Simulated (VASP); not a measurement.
GaSi3S2:

```
CELL_PARAMETERS angstrom
8.13063 0.00000 0.00000
-4.06531 7.04133 0.00000
0.00000 0.00000 2.49271
ATOMIC_POSITIONS crystal
Ga 0.00000 0.00000 0.00000
Si 0.50000 0.00000 0.50000
Si 0.00000 0.50000 0.50000
Si 0.50000 0.50000 0.50000
S 0.33333 0.66667 0.50000
S 0.66667 0.33333 0.50000
```

```yaml
Program: VASP 6.6.1
Task: relaxation of cell and atoms
Functional: PBE
Potentials_or_basis: VASP PAW PBE potentials, release 64 (Ga_d, Si, S)
Cutoff: 600 eV
k_mesh: 3 × 3 × 8
Occupations: gaussian, width 0.1 eV
Spin: no spin polarisation
```

At the start: pressure -1.3 GPa; volume 23.78 Å³/atom.

Problem. How do energy, volume and symmetry change on relaxing?

Solution. Over 7 steps the energy falls by 42.9 meV/atom and the volume is 23.70 Å³/atom (-0.3 %); space group P6/mmm (No. 191, to 0.05 Å).

Step by step:
| step | energy change (eV) | largest force (eV/Å) | pressure (GPa) | volume (Å³) |
| --- | --- | --- | --- | --- |
| 1 | 0.0000 | 0.0000 | -1.27 | 142.71 |
| 2 | -0.2427 | 0.0000 | 1.42 | 138.64 |
| 3 | -0.2447 | 0.0000 | 1.14 | 138.91 |
| 4 | -0.2573 | 0.0000 | 0.17 | 141.94 |
| 5 | -0.2573 | 0.0000 | 0.12 | 142.04 |
| 6 | -0.2571 | 0.0000 | -0.19 | 142.44 |
| 7 | -0.2576 | 0.0000 | 0.02 | 142.22 |

Final structure:
```
Ga Si S
1.0
     8.31438    0.00000    0.00000
    -4.15719    7.20046    0.00000
     0.00000    0.00000    2.37553
Ga Si S
1 3 2
Direct
  0.00000 0.00000 0.00000
  0.50000 0.00000 0.50000
  0.00000 0.50000 0.50000
  0.50000 0.50000 0.50000
  0.33333 0.66667 0.50000
  0.66667 0.33333 0.50000
```
